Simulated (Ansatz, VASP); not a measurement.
**Two plane-wave programs on AlN**

```xyz
2
Lattice="0.0000 2.0585 2.0585 2.0585 0.0000 2.0585 2.0585 2.0585 0.0000" Properties=species:S:1:pos:R:3 pbc="T T T"
Al    0.0000    0.0000    0.0000
N     2.0585    2.0585    2.0585
```

Alike in both runs: task single point; functional r2SCAN; k mesh 10 × 10 × 10; no spin polarisation.

|  | VASP | Ansatz |
| --- | --- | --- |
| version | VASP 6.6.1 | Ansatz 0.2.0 |
| potentials or method | VASP PAW PBE potentials, release 64 (Al, N) | plane waves, PAW |
| plane-wave cutoff (eV) | 520 | 500 |
| occupations | gaussian, width 0.01 eV | fixed |
| valence electrons in the cell | 8 | 8 |

|  | VASP | Ansatz | Ansatz less VASP |
| --- | --- | --- | --- |
| gap on the k mesh at the Fermi level (eV) | 4.95 | 4.94 | -0.003 |
| pressure (GPa) | -15.1 | -14.3 | +0.76 |

VASP's potentials were made for PBE, not for r2SCAN.
